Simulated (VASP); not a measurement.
Runs of VASP 6.6.1 on PbO. The structure is that of space group P4/nmm (No. 129), or close to it. The cells are those of the table. 

```csv
task,level,potentials or basis,cell,cutoff (eV),gap on the mesh (eV),pressure (GPa),relaxed volume (Å³/atom),largest force (eV/Å)
single point,PBE,"VASP PAW PBE potentials, release 64 (Pb_d, O)","a = 4.051, b = 4.051, c = 5.501 Å, 4 atoms",520,1.72,0.3,-,0.04
single point,PBE,"VASP PAW PBE potentials, release 64 (Pb_d, O)","a = 4.057, b = 4.057, c = 5.597 Å, 4 atoms",520,1.80,0.1,-,0.04
single point,PBEsol,"VASP PAW PBE potentials, release 64 (Pb_d, O)","a = 4.057, b = 4.057, c = 5.597 Å, 4 atoms",520,1.71,(c),-,(d)
single point,PBE,"VASP PAW PBE potentials, release 64 (Pb_d, O)","a = 4.046, b = 4.046, c = 5.318 Å, 4 atoms",520,(b),0.7,-,0.04
relaxation of shape and atoms at fixed volume,PBE,"VASP PAW PBE potentials, release 64 (Pb_d, O)","relaxed from a = 4.030, b = 4.030, c = 5.560 Å, 4 atoms",600,1.71,0.1,(a),-
single point,PBE,"VASP PAW PBE potentials, release 64 (Pb_d, O)","a = 4.047, b = 4.047, c = 5.398 Å, 4 atoms",520,1.63,0.5,-,0.04
single point,LDA,"VASP PAW LDA potentials, release 64 (Pb_d, O)","a = 4.057, b = 4.057, c = 5.597 Å, 4 atoms",520,1.65,-5.2,-,0.60
relaxation of shape and atoms at fixed volume,PBE,"VASP PAW PBE potentials, release 64 (Pb_d, O)","relaxed from a = 4.023, b = 4.023, c = 5.463 Å, 4 atoms",600,1.62,0.3,22.11,0.01
```

Alike in all rows: no spin polarisation; k mesh 8 × 8 × 6; smearing gaussian 0.05 eV.

Q: Fill in the values left out.

A: (a) 22.57; (b) 1.56; (c) -3.0; (d) 0.33.

Caveats: spin-orbit coupling is left out, which moves the levels of the heavy elements; the PAW data sets were made with another functional, which shifts forces and pressure a little (some runs).

A k mesh can miss the band edges, and the runs leave out spin-orbit coupling on Pb.
